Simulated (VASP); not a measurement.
AgBr, 2 atoms in the cell. It takes space group Fm-3m (No. 225, cubic). Conventional cell: a = 5.848 Å, b = 5.848 Å, c = 5.848 Å, α = 90.00°, β = 90.00°, γ = 90.00°. Ag (site symmetry m-3m) has 6 Br at 2.92 Å within 3.9 Å. Within 3.9 Å of Br (site symmetry m-3m) lie 6 Ag at 2.92 Å.  This cell differs from its parent crystal: volume scaled by 1.04.

```yaml
Program: VASP 6.6.1
Task: single point
Functional: PBE
Potentials_or_basis: VASP PAW PBE potentials, release 64 (Ag, Br)
Cutoff: 500 eV
k_mesh: 7 × 7 × 7
Occupations: fermi-dirac, width 0.03 eV
Spin: no spin polarisation
Dipole_correction: no
Further_INCAR_settings: ALGO = Normal; EDIFF = 1e-06; NBANDS = 16
```

Potentials or basis: VASP PAW PBE potentials, release 64 (Ag, Br).

Run with:

```bash
$ cat potpaw_PBE.64/Ag/POTCAR potpaw_PBE.64/Br/POTCAR > POTCAR
$ mpirun -np 1 vasp_std > vasp.out
```

Hardware: 1 thread of Intel Xeon 6975P-C, on a shared host.

**Question.** Estimate the wall time of this run.

**Answer.** Run time: 14 s on 1 thread of Intel Xeon 6975P-C, with other jobs on the host, peak memory 0.17 GiB. Counts: scf iterations 12, k points 20.
